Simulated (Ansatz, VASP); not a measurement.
**One calculation of KRh, two programs**

```
K Rh
1.0
     1.50203   -2.45462    0.00000
     1.50203    2.45462    0.00000
     0.00000    0.00000    5.47554
K Rh
1 1
Direct
  0.00000 0.00000 0.00000
  0.50000 0.50000 0.50000
```

Alike in both runs: functional PBE; k mesh 6 × 6 × 4; occupations gaussian, width 0.1 eV; no spin polarisation.

Ansatz relaxed the structure, and its values are those at the end. VASP's run is a single point on that final structure, the one shown.

|  | VASP | Ansatz |
| --- | --- | --- |
| version | VASP 6.6.1 | Ansatz 0.2.0 |
| potentials or method | VASP PAW PBE potentials, release 64 (K_sv, Rh_pv), cutoff 520 eV | scalar-relativistic, plane waves, PAW |
| valence electrons in the cell | 24 | 26 |

Ansatz gave:

| Item | Value |
| --- | --- |
| gap on the k mesh at the Fermi level (eV) | none |
| pressure (GPa) | 0.0 |

Question: Estimate VASP's values.

Answer: gap on the k mesh at the Fermi level (eV): none; pressure (GPa): 0.2.

A gap of «none» marks a metal or a gap that the smearing closes. VASP's potentials hold 24 valence electrons a cell and Ansatz's 26, so a difference there can come from the potentials and not from the codes.

The k mesh is coarse, so the values compare programs but aren't converged.
